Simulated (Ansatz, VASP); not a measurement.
Ga2Se in VASP and in Ansatz

```
CELL_PARAMETERS angstrom
0.00000 6.51449 6.51449
6.51449 0.00000 6.51449
6.51449 6.51449 0.00000
ATOMIC_POSITIONS crystal
Ga 0.62500 0.62500 0.62500
Ga 0.12500 0.62500 0.62500
Ga 0.62500 0.62500 0.12500
Ga 0.62500 0.12500 0.62500
Se 0.50000 0.50000 0.50000
Se 0.75000 0.75000 0.75000
```

Alike in both runs: functional PBE; k mesh 4 × 4 × 4; occupations gaussian, width 0.1 eV; no spin polarisation.

Ansatz relaxed the structure, and its values are those at the end. VASP's run is a single point on that final structure, the one shown.

```csv
,VASP,Ansatz
version,VASP 6.6.1,Ansatz 0.2.0
potentials or method,"VASP PAW PBE potentials, release 64 (Ga_d, Se), cutoff 520 eV","scalar-relativistic, plane waves, PAW"
valence electrons in the cell,64,84
```

|  | VASP | Ansatz | Ansatz less VASP |
| --- | --- | --- | --- |
| gap on the k mesh at the Fermi level (eV) | 0.95 | 0.95 | +0.001 |
| least direct gap on the mesh (eV) | 0.95 | 0.95 | +0.001 |
| pressure (GPa) | 0.1 | 0.1 | -0.01 |

The functional is the same, so the differences come from potentials, cutoffs and numerics. VASP's potentials hold 64 valence electrons a cell and Ansatz's 84, so a difference there can come from the potentials and not from the codes.
